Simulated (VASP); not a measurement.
# B (P1) in VASP: relaxation of cell and atoms with PBEsol

Aim: the relaxation of cell and atoms of B with PBEsol.

Program: VASP 6.6.1. These are calculated values, not measurements. Logs are shortened: lines on timing, memory, paths and dates and some standing lists are left out, and cuts for length are marked.

## 1. The cell of the first run

The typed cell holds 8 atoms: a = 3.078 Å, b = 3.232 Å, c = 5.090 Å, α = 88.89°, β = 94.16°, γ = 91.18°.

## 2. Relaxation of cell and atoms, PBEsol

INCAR reads:

```
PREC     = Accurate       # precision mode
ENCUT    = 600            # plane-wave cutoff, eV
EDIFF    = 1E-6           # SCF threshold, eV
ISMEAR   = 0              # smearing method
SIGMA    = 0.1            # smearing width, eV
LREAL    = False          # projectors in reciprocal space
LASPH    = True           # aspherical terms in the spheres
NELM     = 60             # most SCF steps
ALGO     = Normal         # electronic algorithm
ISIF     = 3              # what is computed and relaxed
LWAVE    = False          # write WAVECAR
LCHARG   = False          # write CHGCAR
GGA      = PS             # functional
IBRION   = 2              # ionic algorithm
NSW      = 100            # ionic steps
EDIFFG   = -0.015         # ionic threshold
```

KPOINTS reads:

```
Automatic mesh
0
Gamma
  8 8 6
```

POSCAR reads:

```
B
1.0
   -1.4437189034      2.7184480402      0.0311548289
   -0.0098034474     -0.0435470656     -3.2313080662
   -4.3106675806     -2.7071474069     -0.0488218068
B
8
Direct
    0.5551347164      0.3835987608      0.8295465239
    0.0111317106      0.3973749652      0.3117301437
    0.2485133202      0.0554457485      0.5891726331
    0.7924572072      0.0950536193      0.0697081649
    0.9526354045      0.6198760860      0.6709651707
    0.4915280467      0.6475086304      0.1638402649
    0.2555449750      0.9158407966      0.9349429118
    0.6930546193      0.8853013933      0.4300941870
```

Potentials or basis: VASP PAW PBE potentials, release 64 (B).

Run with:

```sh
cat potpaw_PBE.64/B/POTCAR > POTCAR
mpirun -np 1 vasp_std > vasp.out
```

OUTCAR:

```text
PREC = Accurate
   ENCUT = 600
   EDIFF = 1E-6
   ISMEAR = 0
   LREAL = False
   LASPH = True
   NELM = 60
   ISIF = 3
   GGA = PS
   IBRION = 2
   NSW = 100
   EDIFFG = -0.015

 ion  position               nearest neighbor table
   1  0.555  0.384  0.830-   4 1.66   5 1.68   3 1.83   7 1.85   6 1.94   7 2.07   5 2.12
   2  0.011  0.397  0.312-   4 1.68   6 1.87   3 1.89   6 1.91   8 2.00   5 2.00   8 2.01
   3  0.249  0.055  0.589-   5 1.72   8 1.74   7 1.81   1 1.83   2 1.89   8 1.91   5 2.12
   4  0.792  0.095  0.070-   1 1.66   2 1.68   7 1.74   6 1.78   7 1.83   8 1.99   6 2.11
   5  0.953  0.620  0.671-   8 1.65   1 1.68   3 1.72   7 1.85   2 2.00   3 2.12   1 2.12
   6  0.492  0.648  0.164-   7 1.58   8 1.65   4 1.78   2 1.87   2 1.91   1 1.94   4 2.11
   7  0.256  0.916  0.935-   6 1.58   4 1.74   3 1.81   4 1.83   1 1.85   5 1.85   1 2.07
   8  0.693  0.885  0.430-   6 1.65   5 1.65   3 1.74   3 1.91   4 1.99   2 2.00   2 2.01

  LATTYP: Found a triclinic cell.
 ALAT       =     3.2316163561
 B/A-ratio  =     1.3667702471
 C/A-ratio  =     2.1694519916
 COS(alpha) =     0.0047996937
 COS(beta)  =     0.4840212961
 COS(gamma) =     0.7172968938

  Lattice vectors:

 A1 = (   0.0098034474,   0.0435470656,   3.2313080662)
 A2 = (   1.4535223508,  -2.6749009746,   3.2001532373)
 A3 = (   2.8767521246,   5.4691425127,   3.3112847019)

Analysis of symmetry for initial positions (statically):
=====================================================================
 Subroutine PRICEL returns:
 Original cell was already a primitive cell.

 Routine SETGRP: Setting up the symmetry group for a
 triclinic supercell.

 Subroutine GETGRP returns: Found  1 space group operations
 (whereof  1 operations were pure point group operations)
 out of a pool of  2 trial point group operations.

The static configuration has the point symmetry C_1 .

Analysis of symmetry for dynamics (positions and initial velocities):
=====================================================================
 Subroutine PRICEL returns:
 Original cell was already a primitive cell.

 Routine SETGRP: Setting up the symmetry group for a
 triclinic supercell.

 Subroutine GETGRP returns: Found  1 space group operations
 (whereof  1 operations were pure point group operations)
 out of a pool of  2 trial point group operations.

The dynamic configuration has the point symmetry C_1 .

 Subroutine INISYM returns: Found  1 space group operations
 (whereof  1 operations are pure point group operations),
 and found     1 'primitive' translations

----------------------------------------------------------------------------------------

                                     Primitive cell

  volume of cell :      50.4852

  direct lattice vectors                    reciprocal lattice vectors
    -1.443718903  2.718448040  0.031154829    -0.173228860  0.275894802 -0.003192567
    -0.009803447 -0.043547066 -3.231308066     0.000958277  0.004056296 -0.309529767
    -4.310667581 -2.707147407 -0.048821807    -0.173967396 -0.092411280  0.001773189

  length of vectors
     3.078190157  3.231616356  5.090470081     0.325785777  0.309557828  0.196996558

  position of ions in fractional coordinates (direct lattice)
     0.555134716  0.383598761  0.829546524
     0.011131711  0.397374965  0.311730144
     0.248513320  0.055445748  0.589172633
     0.792457207  0.095053619  0.069708165
     0.952635405  0.619876086  0.670965171
     0.491528047  0.647508630  0.163840265
     0.255544975  0.915840797  0.934942912
     0.693054619  0.885301393  0.430094187

  ion indices of the primitive-cell ions
   primitive index   ion index
                 1           1
                 2           2
                 3           3
                 4           4
                 5           5
                 6           6
                 7           7
                 8           8

----------------------------------------------------------------------------------------

 KPOINTS: Automatic mesh

Automatic generation of k-mesh.
 Grid dimensions read from file:
 generate k-points for:    8    8    6

 Generating k-lattice:

  Cartesian coordinates                     Fractional coordinates (reciprocal lattice)
    -0.021653608  0.034486850 -0.000399071     0.125000000 -0.000000000 -0.000000000
     0.000119785  0.000507037 -0.038691221     0.000000000  0.125000000 -0.000000000
    -0.028994566 -0.015401880  0.000295532    -0.000000000 -0.000000000  0.166666667

  Length of vectors
     0.040723222  0.038694728  0.032832760

  Shift w.r.t. Gamma in fractional coordinates (k-lattice)
     0.000000000  0.000000000  0.000000000

 Subroutine IBZKPT returns following result:
 ===========================================

 Found    196 irreducible k-points:

 Following reciprocal coordinates:
            Coordinates               Weight
  0.000000  0.000000  0.000000      1.000000
  0.125000  0.000000 -0.000000      2.000000
  0.250000  0.000000 -0.000000      2.000000
  0.375000  0.000000  0.000000      2.000000
  0.500000  0.000000 -0.000000      1.000000
  0.000000  0.125000 -0.000000      2.000000
[... 16 lines left out ...]
  0.125000  0.375000  0.000000      2.000000
  0.250000  0.375000  0.000000      2.000000
 [... further k-points ...]
   k-points           NKPTS =    196   k-points in BZ     NKDIM =    196   number of bands    NBANDS=     17
   number of dos      NEDOS =    301   number of ions     NIONS =      8
   total plane-waves  NPLWV =  32928
   dimension x,y,z NGX =    28 NGY =   28 NGZ =   42
   dimension x,y,z NGXF=    56 NGYF=   56 NGZF=   84
   ions per type =               8
   NGX,Y,Z   is equivalent  to a cutoff of  15.12, 14.40, 13.72 a.u.
   NGXF,Y,Z  is equivalent  to a cutoff of  30.24, 28.81, 27.43 a.u.
 SYSTEM =  unknown system
   PREC   = accura    normal or accurate (medium, high low for compatibility)
   ISTART =      0    job   : 0-new  1-cont  2-samecut
   ICHARG =      2    charge: 1-file 2-atom 10-const
   ISPIN  =      1    spin polarized calculation?
   LNONCOLLINEAR =      F non collinear calculations
   LSORBIT =      F    spin-orbit coupling
   LASPH  =      T    aspherical Exc in radial PAW
   ENCUT  =  600.0 eV  44.10 Ry    6.64 a.u.   6.15  6.45 10.17*2*pi/ulx,y,z
   NELM   =     60;   NELMIN=  2; NELMDL= -5     # of ELM steps
   EDIFF  = 0.1E-05   stopping-criterion for ELM
   LREAL  =      F    real-space projection
   EDIFFG = -.1E-01   stopping-criterion for IOM
   NSW    =    100    number of steps for IOM
   IBRION =      2    ionic relax: 0-MD 1-quasi-New 2-CG
   NFREE  =      1    steps in history (QN), initial steepest desc. (CG)
   ISIF   =      3    stress and relaxation
   ISYM   =      2    0-nonsym 1-usesym 2-fastsym
   POTIM  = 0.5000    time-step for ionic-motion
   TEBEG  =    0.0;   TEEND  =   0.0 temperature during run
   PSTRESS=    0.0 pullay stress
   NELECT =      24.0000    total number of electrons
   NUPDOWN=      -1.0000    fix difference up-down
   EMIN   =  10.00;   EMAX   =-10.00  energy-range for DOS
   EFERMI =   0.00;   METHOD = LEGACY
   ISMEAR =     0;   SIGMA  =   0.10  broadening in eV -4-tet -1-fermi 0-gaus
   EFERMI_NEDOS =   21; number of points for ismear=-14 and -15
   IALGO  =     38    algorithm
   IMIX   =      4    mixing-type and parameters
     AMIX     =   0.40;   BMIX     =  1.00
     AMIX_MAG =   1.60;   BMIX_MAG =  1.00
  volume/ion in A,a.u.               =       6.31        42.59
  Fermi-wavevector in a.u.,A,eV,Ry     =   1.277685  2.414474 22.211221  1.632479
  Thomas-Fermi vector in A             =   2.410270
   LORBIT       =      0    0 simple, 1 ext, 2 COOP (PROOUT), +10 PAW based schemes
   GGA     = PS    functional components
   LHFCALC =     F    Hartree Fock is set to
   AEXX    =    0.0000 exact exchange contribution
   IVDW    =     0    specifies the selected vdW correction
   LEPSILON=     F    determine dielectric tensor
   LRPA    =     F    only Hartree local field effects (RPA)
 conjugate gradient relaxation of ions
 non-spin polarized calculation
 Gauss-broadening in eV      SIGMA  =   0.10
  energy-cutoff  :      600.00
  volume of cell :       50.49
 maximum number of plane-waves:      1702
 NGX is ok and might be reduce to    28
   NGX = 13   NGY = 13   NGZ = 21

--------------------------------------- Ionic step        1  -------------------------------------------

 number of electron      24.0000000 magnetization

 Free energy of the ion-electron system (eV)
  ---------------------------------------------------
  ext. energy  EPLUGINS =         0.00000000
  ---------------------------------------------------
  free energy    TOTEN  =       -52.93945752 eV

  energy without entropy =      -52.93765967  energy(sigma->0) =      -52.93855860

------------------------ aborting loop because EDIFF is reached ----------------------------------------

  FORCE on cell =-STRESS in cart. coord.  units (eV):
  Direction    XX          YY          ZZ          XY          YZ          ZX
  --------------------------------------------------------------------------------------
  -------------------------------------------------------------------------------------
  Total        8.1131484     -1.9655346      5.0615343      0.2506441     -2.3527681     -2.0181264
  in kB      257.4752848    -62.3773355    160.6306093      7.9543297    -74.6664061    -64.0463651
  external PRESSURE =     118.5761862 kB  Pullay stress =       0.0000000 kB
[... 107 lines left out ...]
  FREE ENERGIE OF THE ION-ELECTRON SYSTEM (eV)
  ---------------------------------------------------
  free  energy   TOTEN  =       -54.0857985011 eV

  energy  without entropy=      -54.0843969574  energy(sigma->0) =      -54.08509773

[... ionic steps 4 to 11 ...]

--------------------------------------- Ionic step       12  -------------------------------------------

 number of electron      24.0000000 magnetization

------------------------ aborting loop because EDIFF is reached ----------------------------------------
[... 79 lines left out ...]
--------------------------------------- Ionic step       14  -------------------------------------------

 number of electron      24.0000000 magnetization

 Free energy of the ion-electron system (eV)
  ---------------------------------------------------
  ext. energy  EPLUGINS =         0.00000000
  ---------------------------------------------------
  free energy    TOTEN  =       -54.37510416 eV

  energy without entropy =      -54.37373564  energy(sigma->0) =      -54.37441990

 E-fermi :   8.9705     XC(G=0): -12.5368

 val. band max:        8.8952799441   @ k =   0.3750   0.0000   0.3333
 cond. band min:       8.9719370879   @ k =   0.0000   0.3750   0.0000
 fundamental gap:      0.0766571438
 Fermi energy:         8.9704953639

 k-point     1 :       0.0000    0.0000    0.0000
  band No.  band energies     occupation
      1      -9.0054      2.00000
      2      -4.6543      2.00000
      3      -4.6539      2.00000
      4       0.9151      2.00000
      5       2.9850      2.00000
      6       3.2285      2.00000
[... 457 lines left out ...]
      4      -2.1925      2.00000
      5      -0.3521      2.00000
      6       0.0910      2.00000
[... 9 lines left out ...]
     16      14.5667      0.00000
     17      15.6681      0.00000

 [... further k-points ...]
[... 5 lines left out ...]
  --------------------------------------------------------------------------------------
  -------------------------------------------------------------------------------------
  Total       -0.0269176     -0.0040495      0.0084436      0.0013611      0.0104175     -0.0014566
  in kB       -0.8537916     -0.1284435      0.2678184      0.0431714      0.3304307     -0.0462007
  external PRESSURE =      -0.2381389 kB  Pullay stress =       0.0000000 kB
[... 23 lines left out ...]
  FREE ENERGIE OF THE ION-ELECTRON SYSTEM (eV)
  ---------------------------------------------------
  free  energy   TOTEN  =       -54.3751041632 eV

  energy  without entropy=      -54.3737356423  energy(sigma->0) =      -54.37441990

 reached required accuracy - stopping structural energy minimisation
```

It took 18 min on 1 thread of Intel Xeon Platinum 8259CL at 2.50GHz (Skylake/Cascade Lake), shared host; peak memory 0.28 GiB.

Results:

```yaml
Free_energy: -54.3751 eV
Relaxed_volume: 6.31 Å³/atom
Relaxed_cell: a = 3.031 Å, b = 3.252 Å, c = 5.130 Å, α = 90.00°, β = 92.27°, γ = 89.99°
Space_group_after_relaxing_to_0.1_Å: Cmce (No. 64)
Energy_gained_by_relaxing: 179.5 meV/atom
Ionic_steps: 14
Pressure_after_relaxing: 0.0 GPa
Largest_force_after_relaxing: 0.011 eV/Å
Band_gap_on_the_k_mesh: zero (bands 12 and 13 overlap by 1.06 eV)
```

Forces on the atoms (eV/Å):
```
B    0.003 -0.001  0.005
B    0.004  0.000  0.007
B    0.005 -0.003  0.001
B    0.008  0.000 -0.007
B   -0.006  0.005  0.004
B   -0.003  0.000  0.001
B   -0.006 -0.001 -0.006
B   -0.005  0.000 -0.003
```

Step by step:
| step | energy change (eV) | largest force (eV/Å) | pressure (GPa) | volume (Å³) |
| --- | --- | --- | --- | --- |
| 1 | 0.0000 | 4.2098 | 11.86 | 50.49 |
| 2 | -1.0657 | 1.4042 | -14.21 | 53.91 |
| 3 | -1.1463 | 1.1116 | -10.53 | 53.07 |
| 4 | -1.3842 | 0.6940 | 0.27 | 50.46 |
| 5 | -1.3861 | 0.6349 | -0.77 | 50.67 |
| 6 | -1.4235 | 0.2707 | 1.24 | 50.29 |
| 7 | -1.4237 | 0.2784 | 1.41 | 50.26 |
| 8 | -1.4322 | 0.1294 | -0.34 | 50.57 |
| 9 | -1.4326 | 0.1171 | -0.81 | 50.66 |
| 10 | -1.4351 | 0.0689 | -0.10 | 50.53 |
| 11 | -1.4351 | 0.0693 | -0.08 | 50.53 |
| 12 | -1.4356 | 0.0217 | 0.11 | 50.49 |
| 13 | -1.4356 | 0.0234 | 0.12 | 50.48 |
| 14 | -1.4356 | 0.0107 | -0.02 | 50.51 |

Final structure:
```xyz
8
Lattice="-1.4639 2.6538 0.0000 0.0001 0.0004 -3.2515 -4.3899 -2.6537 -0.0003" Properties=species:S:1:pos:R:3 pbc="T T T"
B    -4.3948   -0.8285   -1.3343
B    -1.4679   -0.8284   -1.3343
B    -2.9314   -0.8284   -0.2923
B    -1.4686    1.8253   -0.2914
B    -4.3857    0.8286   -1.9180
B    -1.4590    0.8289   -1.9176
B    -4.3853   -1.8245   -2.9596
B    -2.9224    0.8292   -2.9598
```

Caveat: the PAW data sets were made with another functional, which shifts forces and pressure a little.

The gap in the log of VASP goes by the Fermi energy; the results here count the filled bands.